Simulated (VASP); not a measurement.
# Ti (P6_3/mmc) in VASP: settings compared, part 2 of 2

VASP 6.6.1.

**5. Relaxation of cell and atoms, PBEsol**

This run uses another cell than the first one, of 17.64 Å³/atom.

INCAR

```
SYSTEM = Ti
ALGO     = Normal         ! electronic algorithm
EDIFF    = 1E-7           ! SCF threshold, eV
EDIFFG   = -0.01          ! ionic threshold
ENCUT    = 600            ! plane-wave cutoff, eV
GGA      = PS             ! functional
IBRION   = 2              ! ionic algorithm
ISIF     = 3              ! what is computed and relaxed
ISMEAR   = -1             ! smearing method
LASPH    = .True.         ! aspherical terms in the spheres
LCHARG   = .False.        ! write CHGCAR
LREAL    = .False.        ! projectors in reciprocal space
LWAVE    = .False.        ! write WAVECAR
NELM     = 80             ! most SCF steps
NSW      = 60             ! ionic steps
PREC     = Accurate       ! precision mode
SIGMA    = 0.05           ! smearing width, eV
```

KPOINTS

```
k-points
0
Gamma
  10 10 6
  0 0 0
```

POSCAR

```
Ti
1.0
    2.9500000000      0.0000000000      0.0000000000
   -1.4750000000      2.5547749412      0.0000000000
    0.0000000000      0.0000000000      4.6800000000
Ti
2
Direct
    0.6666666667      0.3333333333      0.7500000000
    0.3333333333      0.6666666667      0.2500000000
```

Potentials or basis: VASP PAW PBE potentials, release 64 (Ti_sv).

On the command line:

```bash
$ cat potpaw_PBE.64/Ti_sv/POTCAR > POTCAR
$ mpirun -np 1 vasp_std > vasp.out
```

OUTCAR:

```text
SYSTEM = Ti
   EDIFF = 1E-7
   EDIFFG = -0.01
   ENCUT = 600
   GGA = PS
   IBRION = 2
   ISIF = 3
   ISMEAR = -1
   LASPH = .True.
   LREAL = .False.
   NELM = 80
   NSW = 60
   PREC = Accurate

 ion  position               nearest neighbor table
   1  0.667  0.333  0.750-   2 2.89   2 2.89   2 2.89   2 2.89   2 2.89   2 2.89
   2  0.333  0.667  0.250-   1 2.89   1 2.89   1 2.89   1 2.89   1 2.89   1 2.89

  LATTYP: Found a hexagonal cell.
 ALAT       =     2.9500000000
 C/A-ratio  =     1.5864406780

  Lattice vectors:

 A1 = (   2.9500000000,   0.0000000000,   0.0000000000)
 A2 = (  -1.4750000000,   2.5547749412,   0.0000000000)
 A3 = (   0.0000000000,   0.0000000000,   4.6800000000)

Analysis of symmetry for initial positions (statically):
=====================================================================
 Subroutine PRICEL returns:
 Original cell was already a primitive cell.

 Routine SETGRP: Setting up the symmetry group for a
 hexagonal supercell.

 Subroutine GETGRP returns: Found 24 space group operations
 (whereof 12 operations were pure point group operations)
 out of a pool of 24 trial point group operations.

The static configuration has the point symmetry D_3d.
 The point group associated with its full space group is D_6h.
[... 170 lines left out ...]
  -------------------------------------------------------------------------------------
  Total       -1.2631434     -1.2631434     -1.3761540      0.0000000      0.0000000     -0.0000000
  in kB      -57.3776448    -57.3776448    -62.5110938      0.0000000      0.0000000     -0.0000000
  external PRESSURE =     -59.0887944 kB  Pullay stress =       0.0000000 kB
[... 203 lines left out ...]
--------------------------------------- Ionic step        7  -------------------------------------------

 number of electron      23.9999997 magnetization

 Free energy of the ion-electron system (eV)
  ---------------------------------------------------
  ext. energy  EPLUGINS =         0.00000000
  ---------------------------------------------------
  free energy    TOTEN  =       -16.68577437 eV

  energy without entropy =      -16.66666552  energy(sigma->0) =      -16.67621994

 E-fermi :   8.6337     XC(G=0): -11.8295

 val. band max:        8.6161293910   @ k =   0.3000   0.2000   0.5000
 cond. band min:       8.6676248053   @ k =   0.3000   0.2000   0.3333
 fundamental gap:      0.0514954143
 Fermi energy:         8.6336924791

 k-point     1 :       0.0000    0.0000    0.0000
  band No.  band energies     occupation
      1     -47.9196      2.00000
      2     -47.7524      2.00000
      3     -24.6674      2.00000
      4     -23.9267      2.00000
      5     -23.9267      2.00000
      6     -23.8415      2.00000
[... 433 lines left out ...]
      3     -24.4923      2.00000
      4     -24.3583      2.00000
      5     -24.2355      2.00000
      6     -24.0954      2.00000
[... 8 lines left out ...]
     15       9.8708      0.00000
     16      11.8585      0.00000

 [... further k-points ...]

------------------------ aborting loop because EDIFF is reached ----------------------------------------

  FORCE on cell =-STRESS in cart. coord.  units (eV):
  Direction    XX          YY          ZZ          XY          YZ          ZX
  --------------------------------------------------------------------------------------
  -------------------------------------------------------------------------------------
  Total        0.0034773      0.0034773      0.0053782      0.0000000     -0.0000000      0.0000000
  in kB        0.1670017      0.1670017      0.2582953      0.0000000     -0.0000000      0.0000000
  external PRESSURE =       0.1974329 kB  Pullay stress =       0.0000000 kB
[... 17 lines left out ...]
  FREE ENERGIE OF THE ION-ELECTRON SYSTEM (eV)
  ---------------------------------------------------
  free  energy   TOTEN  =       -16.6857743652 eV

  energy  without entropy=      -16.6666655201  energy(sigma->0) =      -16.67621994

 reached required accuracy - stopping structural energy minimisation
```

OSZICAR:

```text
N       E                     dE             d eps       ncg     rms          rms(c)
DAV:   1     0.260187881755E+03    0.26019E+03   -0.14735E+04  1792   0.203E+03
DAV:   2     0.101817709498E+02   -0.25001E+03   -0.24861E+03  1832   0.520E+02
DAV:   3    -0.178287334416E+02   -0.28011E+02   -0.27865E+02  3536   0.140E+02
[... 74 lines left out ...]
DAV:   3    -0.166857522308E+02    0.11975E-03   -0.95476E-04  2872   0.277E-01    0.375E-02
DAV:   4    -0.166857616163E+02   -0.93855E-05   -0.10045E-04  2264   0.122E-01    0.142E-02
DAV:   5    -0.166857716251E+02   -0.10009E-04   -0.37887E-05  2912   0.481E-02    0.140E-02
DAV:   6    -0.166857738579E+02   -0.22328E-05   -0.53635E-06  2320   0.271E-02    0.374E-03
DAV:   7    -0.166857743083E+02   -0.45041E-06   -0.11543E-06  2296   0.916E-03    0.858E-04
DAV:   8    -0.166857743652E+02   -0.56864E-07   -0.24526E-08   976   0.203E-03
   7 F= -.16685774E+02 E0= -.16676220E+02  d E =-.344431E-04
```

CONTCAR:

```text
Ti
   1.00000000000000
     2.9017405889966534   -0.0000000000000000    0.0000000000000000
    -1.4508702944983267    2.5129810652976583    0.0000000000000000
     0.0000000000000000    0.0000000000000000    4.5748889466184144
  Ti
     2
Direct
     0.6666666667000030    0.3333333332999970    0.7500000000000000
     0.3333333332999970    0.6666666667000030    0.2500000000000000

  0.00000000E+00  0.00000000E+00  0.00000000E+00
  0.00000000E+00  0.00000000E+00  0.00000000E+00
```

Wall time 5 min (1 thread of Intel Xeon 8259CL, shared host); peak memory 0.18 GiB.

Results:

- Free energy: -16.6858 eV
- Relaxed volume: 16.68 Å³/atom
- Relaxed cell: a = 2.902 Å, b = 2.902 Å, c = 4.575 Å, α = 90.00°, β = 90.00°, γ = 120.00°
- Space group after relaxing (to 0.1 Å): P6_3/mmc (No. 194)
- Energy gained by relaxing: 18.4 meV/atom
- Ionic steps: 7
- Pressure after relaxing: 0.0 GPa
- Band gap on the k mesh: zero (bands 12 and 13 overlap by 0.99 eV)

Step by step:
```csv
step,energy change (eV),largest force (eV/Å),pressure (GPa),volume (Å³)
1,0.0000,0.0000,-5.91,35.27
2,-0.0168,0.0000,5.02,32.05
3,-0.0367,0.0000,0.00,33.37
4,-0.0367,0.0000,0.11,33.33
5,-0.0368,0.0000,-0.06,33.38
6,-0.0368,0.0000,-0.13,33.40
7,-0.0369,0.0000,0.02,33.36
```

Final structure:
```xyz
2
Lattice="2.9017 0.0000 0.0000 -1.4509 2.5130 0.0000 0.0000 0.0000 4.5749" Properties=species:S:1:pos:R:3 pbc="T T T"
Ti    1.4509    0.8377    3.4312
Ti    0.0000    1.6753    1.1437
```

Caveat: the PAW data sets were made with another functional, which shifts forces and pressure a little.

**6. The runs side by side**

| task | level | cell | cutoff (eV) | gap on the mesh (eV) | pressure (GPa) |
| --- | --- | --- | --- | --- | --- |
| single point | r2SCAN | a = 2.910, b = 2.910, c = 4.617 Å, angles 90.0, 90.0, 120.0°, 2 atoms | 520 | none | 3.1 |
| single point | r2SCAN | a = 2.950, b = 2.950, c = 4.680 Å, angles 90.0, 90.0, 120.0°, 2 atoms | 520 | none | -1.7 |
| single point | r2SCAN | a = 2.989, b = 2.989, c = 4.742 Å, angles 90.0, 90.0, 120.0°, 2 atoms | 520 | none | -5.8 |
| relaxation of cell and atoms | PBEsol | relaxed from a = 2.950, b = 2.950, c = 4.680 Å, angles 90.0, 90.0, 120.0°, 2 atoms | 600 | none | 0.0 |

Alike in all rows: potentials or basis VASP PAW PBE potentials, release 64 (Ti_sv); no spin polarisation; k mesh 10 × 10 × 6; smearing fermi-dirac 0.05 eV.

Caveats: the PAW data sets were made with another functional, which shifts forces and pressure a little; the cell stands under pressure (at least some runs); the cell stands under tension (at least some runs).

Absolute energies hang on the potentials; compare differences alone.

The gap in the log of VASP goes by the Fermi energy; the results here count the filled bands.